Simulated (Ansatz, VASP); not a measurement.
## TlBr in VASP and in Ansatz

The input INCAR:

```
ALGO = Normal ; EDIFF = 1E-6
ENCUT = 500 ; GGA = PS
GGA_COMPAT = F ; ISIF = 2
ISMEAR = 0 ; LASPH = T
LCHARG = T ; LNONCOLLINEAR = T
LORBIT = 11 ; LORBMOM = T
LREAL = F ; LSORBIT = T
LVHAR = T ; LWAVE = F
MAGMOM = 0 0 0 0 0 0 ; NBANDS = 32
NELM = 200 ; PREC = Accurate
SIGMA = 0.01
```

The input KPOINTS:

```
k-points
0
Gamma
  6 6 6
```

Contents of POSCAR:

```
TlBr
1.0
    3.9341052120      0.0000000000      0.0000000000
    0.0000000000      3.9341052120      0.0000000000
    0.0000000000      0.0000000000      3.9341052120
Tl Br
1 1
Direct
    0.0000000000      0.0000000000      0.0000000000
    0.5000000000      0.5000000000      0.5000000000
```

Input for Ansatz:

```yaml
crystal:
  lattice:
    - [3.93410521205, 0.0, 0.0]
    - [0.0, 3.93410521205, 0.0]
    - [0.0, 0.0, 3.93410521205]
  atoms:
    - { symbol: Tl, position: [0.0, 0.0, 0.0] }
    - { symbol: Br, position: [0.5, 0.5, 0.5] }
kpoints:
  mp_grid: { grid: [6, 6, 6] }
scf:
  occupations: { method: fixed }
  convergence: { dr2_threshold: 1.0e-10 }
hamiltonian:
  xc: pbesol
  pseudopotentials: { kind: all_electron, lapw: { basis_error: 0.0005 } }
magnetization:
  noncollinear: true
  spin_orbit: true
output:
  forces: true
  stress: true
  eigenstates:
    kpoints:
      - [0.0, 0.0, 0.0]
      - [0.5, 0.5, 0.5]
      - [0.0, 0.0, 0.5]
      - [0.0, 0.5, 0.0]
      - [0.5, 0.0, 0.0]
      - [-0.5, -0.5, 0.0]
      - [-0.5, 0.0, -0.5]
      - [0.0, -0.5, -0.5]
  eigenvalues: true
```

Alike in both runs: task single point; functional PBEsol; k mesh 6 × 6 × 6; non-collinear spin, spin-orbit coupling.

```csv
,VASP,Ansatz
version,VASP 6.6.1,Ansatz 0.2.0
potentials or method,"VASP PAW PBE potentials, release 64 (Tl_d, Br), cutoff 500 eV",all-electron LAPW
occupations,"gaussian, width 0.01 eV",fixed
```

|  | VASP | Ansatz | Ansatz less VASP |
| --- | --- | --- | --- |
| pressure (GPa) | -0.5 | -0.6 | -0.05 |
| net moment per atom (μB) | 0.00 | 0.00 | 0.000 |

VASP's potentials were made for PBE, not for PBEsol. Ansatz ran all-electron here, and VASP with PAW potentials.
